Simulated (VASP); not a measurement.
# ZnCdSi2P4 (P1) in VASP: single point with HF

Aim: the single point of ZnCdSi2P4 with HF.

All numbers are computed with VASP 6.6.1; they aren't measurements. Logs are shortened: lines on timing, memory, paths and dates and some standing lists are left out, and cuts for length are marked.

### 1 The cell of the first run

The typed cell holds 16 atoms: a = 5.463 Å, b = 5.463 Å, c = 10.466 Å, α = 90.00°, β = 90.00°, γ = 90.00°.

### 2 Single point, HF

File POSCAR:

```
ZnCdSi2P4
1.0
    5.4634310000     -0.0000280000     -0.0000100000
   -0.0000280000      5.4634310000     -0.0000100000
   -0.0000180000     -0.0000180000     10.4662520000
Zn Cd Si P
2 2 4 8
Direct
    0.0318850000      0.9959210000      0.9961590000
    0.4824760000      0.0011980000      0.7480960000
    0.0054790000      0.5188710000      0.2491680000
    0.5076310000      0.4938790000      0.4980720000
    0.0312880000      0.9991520000      0.5153200000
    0.5271510000      0.9920580000      0.2452900000
    0.5014990000      0.4997500000      0.0002620000
    0.0090780000      0.5059520000      0.7615290000
    0.2637260000      0.2414200000      0.1285360000
    0.2390700000      0.2817680000      0.6138950000
    0.7117300000      0.7219930000      0.1233160000
    0.7391280000      0.2192560000      0.3586420000
    0.2756660000      0.7515420000      0.3827450000
    0.2577730000      0.7239500000      0.8763170000
    0.7928410000      0.7579690000      0.6249280000
    0.7513860000      0.2703650000      0.8776940000
```

File INCAR.step1:

```
SYSTEM = ZnCdSi2P4
  PREC = Accurate
  ENCUT = 400
  EDIFF = 1E-5
  ISMEAR = -1
  SIGMA = 0.05
  LREAL = .False.
  LASPH = .True.
  NELM = 120
  ALGO = Normal
  ISIF = 2
  LWAVE = .True.
  LCHARG = .False.
  GGA = PE
  NBANDS = 66
  GGA_COMPAT = .False.
  KPAR = 2
  NCORE = 2
```

File INCAR.step2:

```
SYSTEM = ZnCdSi2P4
  PREC = Accurate
  ENCUT = 400
  EDIFF = 1E-6
  ISMEAR = -1
  SIGMA = 0.05
  LREAL = .False.
  LASPH = .True.
  NELM = 120
  ALGO = Normal
  ISIF = 2
  LWAVE = .False.
  LCHARG = .False.
  GGA = PE
  LHFCALC = .True.
  AEXX = 1.0
  ALDAC = 0.0
  AGGAC = 0.0
  PRECFOCK = Fast
  ISTART = 1
  NBANDS = 66
  GGA_COMPAT = .False.
  KPAR = 2
  NCORE = 2
```

File KPOINTS:

```
Automatic mesh
0
Gamma
  2 2 2
  0.5 0.5 0.5
```

Potentials or basis: VASP PAW PBE potentials, release 64 (Zn, Cd, Si, P).

Run with:

```sh
$ cat potpaw_PBE.64/Zn/POTCAR potpaw_PBE.64/Cd/POTCAR potpaw_PBE.64/Si/POTCAR potpaw_PBE.64/P/POTCAR > POTCAR
$ cp INCAR.step1 INCAR
$ mpirun -np 4 vasp_std > vasp.out
$ cp INCAR.step2 INCAR
$ mpirun -np 4 vasp_std > vasp.out
```

OUTCAR:

```text
SYSTEM = ZnCdSi2P4
   PREC = Accurate
   ENCUT = 400
   EDIFF = 1E-6
   ISMEAR = -1
   LREAL = .False.
   LASPH = .True.
   NELM = 120
   ISIF = 2
   GGA = PE
   LHFCALC = .True.
   AEXX = 1.0
   PRECFOCK = Fast
   ISTART = 1

 ion  position               nearest neighbor table
   1  0.032  0.996  0.996-  14 2.30   9 2.31  16 2.48  11 2.66
   2  0.482  0.001  0.748-  14 2.37  10 2.47  16 2.48  15 2.51
   3  0.005  0.519  0.249-  11 2.35  13 2.40   9 2.43  12 2.47   4 3.77
   4  0.508  0.494  0.498-  10 2.23  13 2.25  12 2.45  15 2.50   3 3.77
   5  0.031  0.999  0.515-  10 2.18  15 2.18  13 2.35  12 2.59
   6  0.527  0.992  0.245-  12 2.07  11 2.20   9 2.33  13 2.38
   7  0.501  0.500  0.000-  11 2.11  14 2.23  16 2.25   9 2.34
   8  0.009  0.506  0.762-  14 2.17  16 2.26  15 2.31  10 2.34
   9  0.264  0.241  0.129-   1 2.31   6 2.33   7 2.34   3 2.43
  10  0.239  0.282  0.614-   5 2.18   4 2.23   8 2.34   2 2.47
  11  0.712  0.722  0.123-   7 2.11   6 2.20   3 2.35   1 2.66
  12  0.739  0.219  0.359-   6 2.07   4 2.45   3 2.47   5 2.59
  13  0.276  0.752  0.383-   4 2.25   5 2.35   6 2.38   3 2.40
  14  0.258  0.724  0.876-   8 2.17   7 2.23   1 2.30   2 2.37
  15  0.793  0.758  0.625-   5 2.18   8 2.31   4 2.50   2 2.51
  16  0.751  0.270  0.878-   7 2.25   8 2.26   1 2.48   2 2.48

  LATTYP: Found a base centered orthorhombic cell.
 ALAT       =     7.7264186193
 B/A-ratio  =     1.0000102500
 C/A-ratio  =     1.3546058680

  Lattice vectors:

 A1 = (  -5.4634310000,   0.0000280000,   0.0000100000)
 A2 = (   0.0000280000,  -5.4634310000,   0.0000100000)
 A3 = (  -0.0000180000,  -0.0000180000,  10.4662520000)

Analysis of symmetry for initial positions (statically):
=====================================================================
 Subroutine PRICEL returns:
 Original cell was already a primitive cell.

 Routine SETGRP: Setting up the symmetry group for a
 base centered orthorhombic supercell.

 Subroutine GETGRP returns: Found  1 space group operations
 (whereof  1 operations were pure point group operations)
 out of a pool of  8 trial point group operations.

The static configuration has the point symmetry C_1 .

Analysis of symmetry for dynamics (positions and initial velocities):
=====================================================================
 Subroutine PRICEL returns:
 Original cell was already a primitive cell.

 Routine SETGRP: Setting up the symmetry group for a
 base centered orthorhombic supercell.

 Subroutine GETGRP returns: Found  1 space group operations
 (whereof  1 operations were pure point group operations)
 out of a pool of  8 trial point group operations.

The dynamic configuration has the point symmetry C_1 .

 Subroutine INISYM returns: Found  1 space group operations
 (whereof  1 operations are pure point group operations),
 and found     1 'primitive' translations

----------------------------------------------------------------------------------------

                                     Primitive cell

  volume of cell :     312.4080

  direct lattice vectors                    reciprocal lattice vectors
     5.463431000 -0.000028000 -0.000010000     0.183035166  0.000000938  0.000000315
    -0.000028000  5.463431000 -0.000010000     0.000000938  0.183035166  0.000000315
    -0.000018000 -0.000018000 10.466252000     0.000000175  0.000000175  0.095545187

  length of vectors
     5.463431000  5.463431000 10.466252000     0.183035166  0.183035166  0.095545187

  position of ions in fractional coordinates (direct lattice)
     0.031885000  0.995921000  0.996159000
     0.482476000  0.001198000  0.748096000
     0.005479000  0.518871000  0.249168000
     0.507631000  0.493879000  0.498072000
     0.031288000  0.999152000  0.515320000
     0.527151000  0.992058000  0.245290000
[... 8 lines left out ...]
     0.792841000  0.757969000  0.624928000
     0.751386000  0.270365000  0.877694000

  ion indices of the primitive-cell ions
   primitive index   ion index
                 1           1
                 2           2
                 3           3
                 4           4
                 5           5
                 6           6
[... 8 lines left out ...]
                15          15
                16          16

----------------------------------------------------------------------------------------

 KPOINTS: Automatic mesh

Automatic generation of k-mesh.
 Grid dimensions read from file:
 generate k-points for:    2    2    2

 Generating k-lattice:

  Cartesian coordinates                     Fractional coordinates (reciprocal lattice)
     0.091517583  0.000000469  0.000000157     0.500000000  0.000000000  0.000000000
     0.000000469  0.091517583  0.000000157     0.000000000  0.500000000  0.000000000
     0.000000087  0.000000087  0.047772593     0.000000000  0.000000000  0.500000000

  Length of vectors
     0.091517583  0.091517583  0.047772593

  Shift w.r.t. Gamma in fractional coordinates (k-lattice)
     0.500000000  0.500000000  0.500000000

 Subroutine IBZKPT returns following result:
 ===========================================

 Found      4 irreducible k-points:

 Following reciprocal coordinates:
            Coordinates               Weight
  0.250000  0.250000  0.250000      2.000000
 -0.250000 -0.250000  0.250000      2.000000
 -0.250000  0.250000  0.250000      2.000000
  0.250000 -0.250000  0.250000      2.000000
   k-points           NKPTS =      4   k-points in BZ     NKDIM =      8   number of bands    NBANDS=     66
   number of dos      NEDOS =    301   number of ions     NIONS =     16
   total plane-waves  NPLWV =  90720
   dimension x,y,z NGX =    36 NGY =   36 NGZ =   70
   dimension x,y,z NGXF=    72 NGYF=   72 NGZF=  140
   ions per type =               2   2   4   8
   NGX,Y,Z   is equivalent  to a cutoff of  10.95, 10.95, 11.12 a.u.
   NGXF,Y,Z  is equivalent  to a cutoff of  21.91, 21.91, 22.24 a.u.
 SYSTEM =  ZnCdSi2P4
   PREC   = accura    normal or accurate (medium, high low for compatibility)
   ISTART =      1    job   : 0-new  1-cont  2-samecut
   ICHARG =      0    charge: 1-file 2-atom 10-const
   ISPIN  =      1    spin polarized calculation?
   LNONCOLLINEAR =      F non collinear calculations
   LSORBIT =      F    spin-orbit coupling
   LASPH  =      T    aspherical Exc in radial PAW
   ENCUT  =  400.0 eV  29.40 Ry    5.42 a.u.   8.91  8.91 17.07*2*pi/ulx,y,z
   NELM   =    120;   NELMIN=  2; NELMDL=  0     # of ELM steps
   EDIFF  = 0.1E-05   stopping-criterion for ELM
   LREAL  =      F    real-space projection
   EDIFFG = 0.1E-04   stopping-criterion for IOM
   NSW    =      0    number of steps for IOM
   IBRION =     -1    ionic relax: 0-MD 1-quasi-New 2-CG
   NFREE  =      0    steps in history (QN), initial steepest desc. (CG)
   ISIF   =      2    stress and relaxation
   ISYM   =      3    0-nonsym 1-usesym 2-fastsym
   POTIM  = 0.5000    time-step for ionic-motion
   TEBEG  =    0.0;   TEEND  =   0.0 temperature during run
   PSTRESS=    0.0 pullay stress
   NELECT =     104.0000    total number of electrons
   NUPDOWN=      -1.0000    fix difference up-down
   EMIN   =  10.00;   EMAX   =-10.00  energy-range for DOS
   EFERMI =   0.00;   METHOD = LEGACY
   ISMEAR =    -1;   SIGMA  =   0.05  broadening in eV -4-tet -1-fermi 0-gaus
   EFERMI_NEDOS =   21; number of points for ismear=-14 and -15
   IALGO  =     38    algorithm
   IMIX   =      1    mixing-type and parameters
     AMIX     =   0.40;   BMIX     =  1.00
     AMIX_MAG =   1.60;   BMIX_MAG =  1.00
  volume/ion in A,a.u.               =      19.53       131.76
  Fermi-wavevector in a.u.,A,eV,Ry     =   1.134606  2.144095 17.515212  1.287332
  Thomas-Fermi vector in A             =   2.271311
   LORBIT       =      0    0 simple, 1 ext, 2 COOP (PROOUT), +10 PAW based schemes
   GGA     = PE    functional components
   LHFCALC =     T    Hartree Fock is set to
   PRECFOCK=fast      Normal, Fast or Accurate (Low or Medium for compatibility)
   ENCUT4O =  -1.0   cutoff for four orbital integrals eV
   NKREDX  =     1    reduce k-point grid by
   NKREDY  =     1    reduce k-point grid by
   NKREDZ  =     1    reduce k-point grid by
   AEXX    =    1.0000 exact exchange contribution
   HFSCREEN=    0.0000 screening length (either q_TF or 0.3 A-1)
   HFSCREENC=   0.0000 screening length for correlation (either q_TF or 0.3 A-1)
   ENCUTFOCK=  -1.0 apply spherical cutoff to Coloumb kernel
   IVDW    =     0    specifies the selected vdW correction
   LEPSILON=     F    determine dielectric tensor
   LRPA    =     F    only Hartree local field effects (RPA)
 non-spin polarized calculation
  energy-cutoff  :      400.00
  volume of cell :      312.41
 maximum number of plane-waves:      5679
  NGX = 20; NGY = 20; NGZ = 40

 number of electron     104.0000007 magnetization

 Free energy of the ion-electron system (eV)
  ---------------------------------------------------
  ext. energy  EPLUGINS =         0.00000000
  ---------------------------------------------------
  free energy    TOTEN  =      -132.71355000 eV

  energy without entropy =     -132.71355000  energy(sigma->0) =     -132.71355000

 E-fermi :   3.5504     XC(G=0):   0.0000

 val. band max:        2.3637319345   @ k =   0.2500  -0.2500   0.2500
 cond. band min:      10.6859842755   @ k =  -0.2500   0.2500   0.2500
 fundamental gap:      8.3222523410
 Fermi energy:         3.5503896631

 k-point     1 :       0.2500    0.2500    0.2500
  band No.  band energies     occupation
      1     -15.4305      2.00000
      2     -14.9059      2.00000
      3     -13.9164      2.00000
      4     -13.5683      2.00000
      5     -13.1012      2.00000
      6     -12.9027      2.00000
[... 56 lines left out ...]
     63      13.6549      0.00000
     64      13.9585      0.00000

 k-point     2 :      -0.2500   -0.2500    0.2500
  band No.  band energies     occupation
      1     -15.4637      2.00000
      2     -14.7701      2.00000
      3     -14.1855      2.00000
      4     -13.3687      2.00000
      5     -13.1495      2.00000
      6     -12.8447      2.00000
[... 56 lines left out ...]
     63      13.5411      0.00000
     64      14.0279      0.00000

 k-point     3 :      -0.2500    0.2500    0.2500
  band No.  band energies     occupation
      1     -15.4459      2.00000
      2     -14.8774      2.00000
      3     -14.0223      2.00000
      4     -13.5100      2.00000
      5     -13.0671      2.00000
      6     -12.8666      2.00000
[... 56 lines left out ...]
     63      13.5433      0.00000
     64      13.8957      0.00000

 k-point     4 :       0.2500   -0.2500    0.2500
  band No.  band energies     occupation
      1     -15.4550      2.00000
      2     -14.8375      2.00000
      3     -14.1205      2.00000
      4     -13.3829      2.00000
      5     -13.1199      2.00000
      6     -12.8979      2.00000
[... 56 lines left out ...]
     63      13.6187      0.00000
     64      13.7817      0.00000
 [bands above 64 left out]

------------------------ aborting loop because EDIFF is reached ----------------------------------------

  FORCE on cell =-STRESS in cart. coord.  units (eV):
  Direction    XX          YY          ZZ          XY          YZ          ZX
  --------------------------------------------------------------------------------------
  -------------------------------------------------------------------------------------
  Total       22.5801178     21.3318862     17.6078538      4.1420509      2.2806421      4.0001115
  in kB      115.8016302    109.4001021     90.3014853     21.2424158     11.6962223     20.5144825
  external PRESSURE =     105.1677392 kB  Pullay stress =       0.0000000 kB

 VOLUME and BASIS-vectors are now :
 -----------------------------------------------------------------------------
  energy-cutoff  :      400.00
  volume of cell :      312.41
      direct lattice vectors                 reciprocal lattice vectors
     5.463431000 -0.000028000 -0.000010000     0.183035166  0.000000938  0.000000315
    -0.000028000  5.463431000 -0.000010000     0.000000938  0.183035166  0.000000315
    -0.000018000 -0.000018000 10.466252000     0.000000175  0.000000175  0.095545187

 POSITION                                       TOTAL-FORCE (eV/Angst)
 -----------------------------------------------------------------------------------
      0.17416      5.44113     10.42604        -1.425355     -0.005632      0.394106
      2.63596      0.00652      7.82976         0.817910      0.371456     -0.455832
      0.02992      2.83481      2.60785         0.238278     -0.523167      0.556899
      2.77338      2.69825      5.21294         3.640690      0.064090     -0.142496
      0.17090      5.45879      5.39346        -0.839567     -0.018521     -3.075271
      2.88002      5.42002      2.56725        -3.304466     -1.255744     -0.449727
[... 8 lines left out ...]
      4.33160      4.14108      6.54064         0.298384     -0.031053      1.840865
      4.10512      1.47708      9.18616         0.182662      0.070605     -0.207115
 -----------------------------------------------------------------------------------
    total drift:                                0.008999      0.002487      0.004143

  FREE ENERGIE OF THE ION-ELECTRON SYSTEM (eV)
  ---------------------------------------------------
  free  energy   TOTEN  =      -132.7135500036 eV

  energy  without entropy=     -132.7135500035  energy(sigma->0) =     -132.71355000
```

Wall time 15 min (4 MPI ranks of Intel Xeon Platinum 8259CL at 2.50GHz (Skylake/Cascade Lake), shared host); peak memory 0.25 GiB.

Results:

| Property | Result |
| --- | --- |
| Free energy | -132.7136 eV |
| Pressure | 10.5 GPa |
| Largest force | 5.786 eV/Å |
| Band gap on the k mesh | 8.32 eV, indirect (least direct gap 8.34 eV) |

Forces in eV/Å, atoms in the order of the input:
```
Zn  -1.425 -0.006  0.394
Zn   0.818  0.371 -0.456
Cd   0.238 -0.523  0.557
Cd   3.641  0.064 -0.142
Si  -0.840 -0.019 -3.075
Si  -3.304 -1.256 -0.450
Si  -1.028 -1.864 -0.143
Si  -0.856 -0.455 -1.835
P    2.540 -0.603 -1.039
P   -2.903 -2.549  4.216
P    0.507  2.909 -0.895
P    3.074 -1.288  2.806
P   -1.456  5.370 -1.587
P    0.512 -0.191  0.016
P    0.298 -0.031  1.841
P    0.183  0.071 -0.207
```

Stress tensor (GPa, compression positive):
```
11.58  2.12  2.05
 2.12 10.94  1.17
 2.05  1.17  9.03
```

Levels at points of the mesh, in eV from the valence-band top:
```tsv
k point	band 50	band 51	band 52	band 53	band 54	band 55
(0.25, 0.25, 0.25)	-0.85	-0.62	-0.08	8.47	8.58	8.87
```

Caveat: the k points lie up to 0.58 Å⁻¹ apart; the PAW data sets were made with another functional, which shifts forces and pressure a little.
